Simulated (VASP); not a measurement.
A run of VASP 6.6.1 is set up as follows.

INCAR

```
SYSTEM = SrLiH3
PREC = Accurate ; ENCUT = 520
EDIFF = 1E-6 ; ISMEAR = 0
SIGMA = 0.05 ; LREAL = .FALSE.
LASPH = .TRUE. ; NELM = 60
ALGO = Normal ; ISIF = 2
LWAVE = .FALSE. ; LCHARG = .TRUE.
GGA = PE ; LELF = .TRUE.
LVHAR = .TRUE. ; NBANDS = 16
```

The input KPOINTS:

```
regular mesh
0
G
  6 6 6
  0 0 0
```

POSCAR

```
SrLiH3
1.0
    4.8623305500      0.0000000000      0.0000000000
    0.0000000000      4.8623305500      0.0000000000
    0.0000000000      0.0000000000      4.5150212250
Li Sr H
1 1 3
Direct
    0.0000000000      0.0000000000      0.0000000000
    0.5000000000      0.5000000000      0.5000000000
    0.0000000000      0.5000000000      0.5000000000
    0.5000000000      0.0000000000      0.5000000000
    0.5000000000      0.5000000000      0.0000000000
```

Potentials or basis: VASP PAW PBE potentials, release 64 (Li_sv, Sr_sv, H).

Launch:

```bash
$ cat potpaw_PBE.64/Li_sv/POTCAR potpaw_PBE.64/Sr_sv/POTCAR potpaw_PBE.64/H/POTCAR > POTCAR
$ mpirun -np 1 vasp_std > vasp.out
```

(1) Predict the band gap on the k mesh.

Answers

(1) 1.59 eV (least direct gap 2.16 eV).

Caveat: the cell differs from its parent crystal (strain +0.050 along x and y, -0.025 along z).
